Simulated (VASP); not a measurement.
# HgTe in VASP: further runs

Runs on HgTe. Level: PBE. Tasks: electric field gradients.

Everything below comes from runs of VASP 6.6.1. Logs are shortened: lines on timing, memory, paths and dates and some standing lists are left out, and cuts for length are marked.

## 1. The cell of the first run

It takes space group I-4m2 (No. 119, tetragonal). Conventional cell: a = 4.559 Å, b = 4.559 Å, c = 6.576 Å, α = 90.00°, β = 90.00°, γ = 90.00°. Hg (site symmetry -4m2) has 4 Te at 2.81 Å within 3.7 Å. Within 3.7 Å of Te (site symmetry -4m2) lie 4 Hg at 2.81 Å.

## 2. Electric field gradients, PBE (zz strain of +2 %)

INCAR

```
PREC = Accurate
ENCUT = 520
EDIFF = 1E-8
ISMEAR = -1
SIGMA = 0.03
LREAL = F
LASPH = T
NELM = 80
ALGO = Normal
ISIF = 2
LWAVE = F
LCHARG = F
GGA = PE
LEFG = T
NBANDS = 16
```

KPOINTS

```
Automatic mesh
0
Gamma
  11 11 11
```

POSCAR

```
HgTe
1.0
    0.0000000000      3.2235000000      3.2879700000
    3.2235000000      0.0000000000      3.2879700000
    3.2235000000      3.2235000000      0.0000000000
Hg Te
1 1
Direct
    0.0000000000      0.0000000000      0.0000000000
    0.7500000000      0.7500000000      0.7500000000
```

Potentials or basis: VASP PAW PBE potentials, release 64 (Hg, Te).

Command:

```
> cat potpaw_PBE.64/Hg/POTCAR potpaw_PBE.64/Te/POTCAR > POTCAR
> mpirun -np 1 vasp_std > vasp.out
```

OUTCAR:

```text
PREC = Accurate
   ENCUT = 520
   EDIFF = 1E-8
   ISMEAR = -1
   LREAL = F
   LASPH = T
   NELM = 80
   ISIF = 2
   GGA = PE

 ion  position               nearest neighbor table
   1  0.000  0.000  0.000-   2 2.81   2 2.81   2 2.81   2 2.81
   2  0.750  0.750  0.750-   1 2.81   1 2.81   1 2.81   1 2.81

  LATTYP: Found a body centered tetragonal cell.
 ALAT       =     4.5587174183
 C/A-ratio  =     1.4424978336

  Lattice vectors:

 A1 = (  -3.2235000000,   0.0000000000,   3.2879700000)
 A2 = (   3.2235000000,   0.0000000000,   3.2879700000)
 A3 = (   0.0000000000,   3.2235000000,  -3.2879700000)

Analysis of symmetry for initial positions (statically):
=====================================================================
 Subroutine PRICEL returns:
 Original cell was already a primitive cell.

 Routine SETGRP: Setting up the symmetry group for a
 body centered tetragonal supercell.

 Subroutine GETGRP returns: Found  8 space group operations
 (whereof  8 operations were pure point group operations)
 out of a pool of 16 trial point group operations.

The static configuration has the point symmetry D_2d.

Analysis of symmetry for dynamics (positions and initial velocities):
=====================================================================
 Subroutine PRICEL returns:
 Original cell was already a primitive cell.

 Routine SETGRP: Setting up the symmetry group for a
 body centered tetragonal supercell.

 Subroutine GETGRP returns: Found  8 space group operations
 (whereof  8 operations were pure point group operations)
 out of a pool of 16 trial point group operations.

The dynamic configuration has the point symmetry D_2d.

 Subroutine INISYM returns: Found  8 space group operations
 (whereof  8 operations are pure point group operations),
 and found     1 'primitive' translations

----------------------------------------------------------------------------------------

                                     Primitive cell

  volume of cell :      68.3303

  direct lattice vectors                    reciprocal lattice vectors
     0.000000000  3.223500000  3.287970000    -0.155110904  0.155110904  0.152069514
     3.223500000  0.000000000  3.287970000     0.155110904 -0.155110904  0.152069514
     3.223500000  3.223500000  0.000000000     0.155110904  0.155110904 -0.152069514

  length of vectors
     4.604530266  4.604530266  4.558717418     0.266915572  0.266915572  0.266915572

  position of ions in fractional coordinates (direct lattice)
     0.000000000  0.000000000  0.000000000
     0.750000000  0.750000000  0.750000000

  ion indices of the primitive-cell ions
   primitive index   ion index
                 1           1
                 2           2

----------------------------------------------------------------------------------------

 KPOINTS: Automatic mesh

Automatic generation of k-mesh.
 Grid dimensions read from file:
 generate k-points for:   11   11   11

 Generating k-lattice:

  Cartesian coordinates                     Fractional coordinates (reciprocal lattice)
    -0.014100991  0.014100991  0.013824501     0.090909091  0.000000000  0.000000000
     0.014100991 -0.014100991  0.013824501     0.000000000  0.090909091  0.000000000
     0.014100991  0.014100991 -0.013824501     0.000000000  0.000000000  0.090909091

  Length of vectors
     0.024265052  0.024265052  0.024265052

  Shift w.r.t. Gamma in fractional coordinates (k-lattice)
     0.000000000  0.000000000  0.000000000

 Subroutine IBZKPT returns following result:
 ===========================================

 Found    126 irreducible k-points:

 Following reciprocal coordinates:
            Coordinates               Weight
  0.000000  0.000000  0.000000      1.000000
  0.090909  0.000000  0.000000      8.000000
  0.181818 -0.000000  0.000000      8.000000
  0.272727  0.000000  0.000000      8.000000
  0.363636  0.000000  0.000000      8.000000
  0.454545 -0.000000  0.000000      8.000000
[... 16 lines left out ...]
 -0.272727  0.181818  0.000000      8.000000
 -0.181818  0.181818  0.000000      4.000000
 [... further k-points ...]
   k-points           NKPTS =    126   k-points in BZ     NKDIM =    126   number of bands    NBANDS=     16
   number of dos      NEDOS =    301   number of ions     NIONS =      2
   total plane-waves  NPLWV =  46656
   dimension x,y,z NGX =    36 NGY =   36 NGZ =   36
   dimension x,y,z NGXF=    72 NGYF=   72 NGZF=   72
   ions per type =               1   1
   NGX,Y,Z   is equivalent  to a cutoff of  13.00, 13.00, 13.13 a.u.
   NGXF,Y,Z  is equivalent  to a cutoff of  26.00, 26.00, 26.26 a.u.
 SYSTEM =  unknown system
   PREC   = accura    normal or accurate (medium, high low for compatibility)
   ISTART =      0    job   : 0-new  1-cont  2-samecut
   ICHARG =      2    charge: 1-file 2-atom 10-const
   ISPIN  =      1    spin polarized calculation?
   LNONCOLLINEAR =      F non collinear calculations
   LSORBIT =      F    spin-orbit coupling
   LASPH  =      T    aspherical Exc in radial PAW
   ENCUT  =  520.0 eV  38.22 Ry    6.18 a.u.   8.56  8.56  8.48*2*pi/ulx,y,z
   NELM   =     80;   NELMIN=  2; NELMDL= -5     # of ELM steps
   EDIFF  = 0.1E-07   stopping-criterion for ELM
   LREAL  =      F    real-space projection
   EDIFFG = 0.1E-06   stopping-criterion for IOM
   NSW    =      0    number of steps for IOM
   IBRION =     -1    ionic relax: 0-MD 1-quasi-New 2-CG
   NFREE  =      0    steps in history (QN), initial steepest desc. (CG)
   ISIF   =      2    stress and relaxation
   ISYM   =      2    0-nonsym 1-usesym 2-fastsym
   POTIM  = 0.5000    time-step for ionic-motion
   TEBEG  =    0.0;   TEEND  =   0.0 temperature during run
   PSTRESS=    0.0 pullay stress
   NELECT =      18.0000    total number of electrons
   NUPDOWN=      -1.0000    fix difference up-down
   EMIN   =  10.00;   EMAX   =-10.00  energy-range for DOS
   EFERMI =   0.00;   METHOD = LEGACY
   ISMEAR =    -1;   SIGMA  =   0.03  broadening in eV -4-tet -1-fermi 0-gaus
   EFERMI_NEDOS =   21; number of points for ismear=-14 and -15
   IALGO  =     38    algorithm
   IMIX   =      4    mixing-type and parameters
     AMIX     =   0.40;   BMIX     =  1.00
     AMIX_MAG =   1.60;   BMIX_MAG =  1.00
  volume/ion in A,a.u.               =      34.17       230.56
  Fermi-wavevector in a.u.,A,eV,Ry     =   1.049449  1.983171 14.984679  1.101343
  Thomas-Fermi vector in A             =   2.184412
   LORBIT       =      0    0 simple, 1 ext, 2 COOP (PROOUT), +10 PAW based schemes
   GGA     = PE    functional components
   LHFCALC =     F    Hartree Fock is set to
   AEXX    =    0.0000 exact exchange contribution
   IVDW    =     0    specifies the selected vdW correction
   LEPSILON=     F    determine dielectric tensor
   LRPA    =     F    only Hartree local field effects (RPA)
 non-spin polarized calculation
  energy-cutoff  :      520.00
  volume of cell :       68.33
 maximum number of plane-waves:      1864
   NGX = 17   NGY = 17   NGZ = 17

 number of electron      18.0000002 magnetization

 Free energy of the ion-electron system (eV)
  ---------------------------------------------------
  ext. energy  EPLUGINS =         0.00000000
  ---------------------------------------------------
  free energy    TOTEN  =        -3.60217618 eV

  energy without entropy =       -3.60204434  energy(sigma->0) =       -3.60211026

 E-fermi :   3.0133     XC(G=0):  -8.6896

 val. band max:        2.9932142364   @ k =   0.0000   0.0000   0.0000
 cond. band min:       3.4447980212   @ k =   0.0909   0.0000   0.0000
 fundamental gap:      0.4515837849
 Fermi energy:         3.0133359339

 k-point     1 :       0.0000    0.0000    0.0000
  band No.  band energies     occupation
      1      -8.9299      2.00000
      2      -4.3163      2.00000
      3      -4.3114      2.00000
      4      -4.3114      2.00000
      5      -3.8046      2.00000
      6      -3.7913      2.00000
[... 8 lines left out ...]
     15      12.3672      0.00000
     16      12.6340      0.00000
[... 419 lines left out ...]
 k-point    24 :      -0.1818    0.1818    0.0000
  band No.  band energies     occupation
      1      -8.5710      2.00000
      2      -4.2219      2.00000
      3      -4.2096      2.00000
      4      -4.1026      2.00000
      5      -3.8159      2.00000
      6      -3.7682      2.00000
[... 8 lines left out ...]
     15      12.1135      0.00000
     16      12.3398      0.00000

 [... further k-points ...]

------------------------ aborting loop because EDIFF is reached ----------------------------------------

  FORCE on cell =-STRESS in cart. coord.  units (eV):
  Direction    XX          YY          ZZ          XY          YZ          ZX
  --------------------------------------------------------------------------------------
  -------------------------------------------------------------------------------------
  Total        1.3622145      1.3622145      1.2502839      0.0000000     -0.0000000      0.0000000
  in kB       31.9405859     31.9405859     29.3160892      0.0000000     -0.0000000      0.0000000
  external PRESSURE =      31.0657537 kB  Pullay stress =       0.0000000 kB

 VOLUME and BASIS-vectors are now :
 -----------------------------------------------------------------------------
  energy-cutoff  :      520.00
  volume of cell :       68.33
      direct lattice vectors                 reciprocal lattice vectors
     0.000000000  3.223500000  3.287970000    -0.155110904  0.155110904  0.152069514
     3.223500000  0.000000000  3.287970000     0.155110904 -0.155110904  0.152069514
     3.223500000  3.223500000  0.000000000     0.155110904  0.155110904 -0.152069514

 POSITION                                       TOTAL-FORCE (eV/Angst)
 -----------------------------------------------------------------------------------
      0.00000      0.00000      0.00000         0.000000      0.000000     -0.000000
      4.83525      4.83525      4.93196        -0.000000     -0.000000      0.000000
 -----------------------------------------------------------------------------------
    total drift:                                0.000000      0.000000      0.000000

  FREE ENERGIE OF THE ION-ELECTRON SYSTEM (eV)
  ---------------------------------------------------
  free  energy   TOTEN  =        -3.6021761778 eV

  energy  without entropy=       -3.6020443382  energy(sigma->0) =       -3.60211026

 Electric field gradients (V/A^2)
---------------------------------------------------------------------
 ion       V_xx      V_yy      V_zz      V_xy      V_xz      V_yz
---------------------------------------------------------------------
   1       6.249     6.249   -12.497    -0.000    -0.000    -0.000
   2      -5.119    -5.119    10.238    -0.000    -0.000    -0.000
---------------------------------------------------------------------

 Electric field gradients after diagonalization (V/A^2)
 (convention: |V_zz| > |V_xx| > |V_yy|)
----------------------------------------------------------------------
 ion       V_xx      V_yy      V_zz     asymmetry (V_yy - V_xx)/ V_zz
----------------------------------------------------------------------
   1       6.249     6.248   -12.497       0.000
   2      -5.119    -5.119    10.238       0.000
----------------------------------------------------------------------

           NMR quadrupolar parameters

 Cq : quadrupolar parameter    Cq=e*Q*V_zz/h
 eta: asymmetry parameters     (V_yy - V_xx)/ V_zz
 Q  : nuclear electric quadrupole moment in mb (millibarn)
----------------------------------------------------------------------
 ion       Cq(MHz)       eta       Q (mb)
----------------------------------------------------------------------
   1      -0.030       0.000       1.000
   2       0.025       0.000       1.000
----------------------------------------------------------------------
```

Run time: 3.5 min. Hardware: 1 thread of Intel Xeon 8259CL, shared host; peak memory 0.3 GiB.

What came out:

```
Free energy                             : -3.6022 eV
Pressure                                : 3.1 GPa
Band gap on the k mesh                  : zero (filled and empty bands touch)
Largest electric field gradient by atom : Hg -12.5; Te +10.2 V/Å²
```

Electric field gradients, principal values (V/Å²):
| atom | least | middle | greatest (by size) |
| --- | --- | --- | --- |
| 1 Hg | 6.248 | 6.249 | -12.497 |
| 2 Te | -5.119 | -5.119 | 10.238 |

Caveat: the cell differs from its parent crystal (zz strain of +2 %); the cell stands under pressure; semilocal functionals underestimate gaps, and a narrow one can read as zero; without QUAD_EFG the Cq values of the log hold for a quadrupole moment of 1 mb, not for the nuclei; spin-orbit coupling is left out, which moves the levels of the heavy elements.

(Continued in part 2 of 2.)

The gap in the log of VASP goes by the Fermi energy; the results here count the filled bands.